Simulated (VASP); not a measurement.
A run of VASP 6.6.1:

Contents of INCAR:

```
SYSTEM = Mo3P3H
ALGO     = Normal         ! electronic algorithm
DIPOL    = 0.5 0.5 0.486
EDIFF    = 1E-6           ! SCF threshold, eV
ENCUT    = 400            ! plane-wave cutoff, eV
GGA      = PS             ! functional
GGA_COMPAT= .FALSE.      
IDIPOL   = 3            
ISIF     = 2              ! what is computed and relaxed
ISMEAR   = 0              ! smearing method
LASPH    = .TRUE.         ! aspherical terms in the spheres
LCHARG   = .FALSE.        ! write CHGCAR
LDIPOL   = .TRUE.       
LREAL    = .FALSE.        ! projectors in reciprocal space
LWAVE    = .FALSE.        ! write WAVECAR
NBANDS   = 38             ! bands
NELM     = 120            ! most SCF steps
NELMDL   = -8           
PREC     = Accurate       ! precision mode
SIGMA    = 0.1            ! smearing width, eV
```

File KPOINTS:

```
k-points
0
G
  9 9 1
  0 0 0
```

POSCAR

```
Mo3P3H
1.0
    3.1741350969      0.0000000000      0.0000000000
    0.0000000000      3.2062346803      0.0000000000
    0.0000000000      0.0000000000     25.4789215952
Mo P H
3 3 1
Direct
    0.0000000000      0.5000000000      0.3336090960
    0.0000000000      0.0000000000      0.4425886174
    0.0000000000      0.5000000000      0.5501261364
    0.5000000000      0.0000000000      0.3699356032
    0.5000000000      0.5000000000      0.4792943049
    0.5000000000      0.0000000000      0.5907329554
    0.5000000000      0.2500000000      0.6389746363
```

Potentials or basis: VASP PAW PBE potentials, release 64 (Mo_sv, P, H).

Run with:

```bash
$ cat potpaw_PBE.64/Mo_sv/POTCAR potpaw_PBE.64/P/POTCAR potpaw_PBE.64/H/POTCAR > POTCAR
$ mpirun -np 1 vasp_std > vasp.out
```

Hardware: 1 thread of Intel(R) Xeon(R) 6975P-C (Granite Rapids), with other jobs on the host.

Q: Estimate the wall time of this run.

A: It took 3.4 min on 1 thread of Intel(R) Xeon(R) 6975P-C (Granite Rapids), on a shared host, peak memory 0.37 GiB. Counts: scf iterations 37, k points 25.
